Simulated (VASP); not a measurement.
CoO, 4 atoms in the cell. It takes space group Pm-3m (No. 221, cubic). The conventional cell has a = 2.812 Å, b = 2.812 Å, c = 2.812 Å, α = 90.00°, β = 90.00°, γ = 90.00°. Within 3.2 Å of Co (site symmetry m-3m) lie 8 O at 2.44 Å and 6 Co at 2.81 Å. O (site symmetry m-3m) has 8 Co at 2.44 Å and 6 O at 2.81 Å within 3.2 Å. 

```yaml
Program: VASP 6.6.1
Task: single point
Functional: PBE
Potentials_or_basis: VASP PAW PBE potentials, release 64 (Co, O)
Cutoff: 520 eV
k_mesh: 10 × 10 × 5
Occupations: gaussian, width 0.02 eV
Spin: collinear spin, antiferromagnetic start
Starting_moments: "[3.0, -3.0, 0.0, 0.0] μB"
Hubbard_terms: Co d U = 3.32 eV
Dipole_correction: no
Further_INCAR_settings: ALGO = Normal; EDIFF = 1e-06; NBANDS = 27
```

Potentials or basis: VASP PAW PBE potentials, release 64 (Co, O).

The run is started by

```bash
$ cat potpaw_PBE.64/Co/POTCAR potpaw_PBE.64/O/POTCAR > POTCAR
$ mpirun -np 1 vasp_std > vasp.out
```

Hardware: 1 thread of Intel(R) Xeon(R) 6975P-C (Granite Rapids), with other jobs on the host.

**Question.** Estimate the wall time of this run.

**Answer.** Wall time 60 s on 1 thread of Intel(R) Xeon(R) 6975P-C (Granite Rapids) (shared host), peak memory 0.25 GiB. Counts: scf iterations 18, k points 63.
